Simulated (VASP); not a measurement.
Wanted: the native input for a VASP 6.6.1 run.

| Quantity | Value |
| --- | --- |
| Task | single point |
| Functional | PBEsol |
| Potentials or basis | VASP PAW PBE potentials, release 64 (Ta_pv, N) |
| Cutoff | 520 eV |
| k mesh | 10 × 10 × 10 |
| Occupations | fermi-dirac, width 0.05 eV |
| Spin | no spin polarisation |
| Dipole correction | no |
| Further INCAR settings | ALGO = Normal; EDIFF = 1e-06; NBANDS = 15 |

The structure of TaN lies in POSCAR:

```
TaN
1.0
    0.0000000000      2.1684484798      2.1684484798
    2.1684484798      0.0000000000      2.1684484798
    2.1684484798      2.1684484798      0.0000000000
Ta N
1 1
Direct
    0.5000000000      0.5000000000      0.5000000000
    0.0000000000      0.0000000000      0.0000000000
```

The input as run:

INCAR

```
ALGO     = Normal         # electronic algorithm
EDIFF    = 1E-6           # SCF threshold, eV
ENCUT    = 520            # plane-wave cutoff, eV
GGA      = PS             # functional
ISIF     = 2              # what is computed and relaxed
ISMEAR   = -1             # smearing method
LASPH    = True           # aspherical terms in the spheres
LCHARG   = True           # write CHGCAR
LELF     = True           # ELF
LREAL    = False          # projectors in reciprocal space
LVHAR    = True         
LWAVE    = False          # write WAVECAR
NBANDS   = 15             # bands
NELM     = 100            # most SCF steps
PREC     = Accurate       # precision mode
SIGMA    = 0.05           # smearing width, eV
```

KPOINTS

```
k-points
0
Gamma
  10 10 10
```

Potentials or basis: VASP PAW PBE potentials, release 64 (Ta_pv, N).

The run is started by

```bash
$ cat potpaw_PBE.64/Ta_pv/POTCAR potpaw_PBE.64/N/POTCAR > POTCAR
$ mpirun -np 1 vasp_std > vasp.out
```

It gave:

- Pressure: 11.1 GPa
- Band gap on the k mesh: zero (bands 8 and 9 overlap by 4.29 eV)

Caveat: the cell stands under pressure; the PAW data sets were made with another functional, which shifts forces and pressure a little; spin-orbit coupling is left out, which moves the levels of the heavy elements.

It took 11 s on 1 thread of Intel(R) Xeon(R) Platinum 8488C (Sapphire Rapids), with other jobs on the host, peak memory 0.14 GiB.
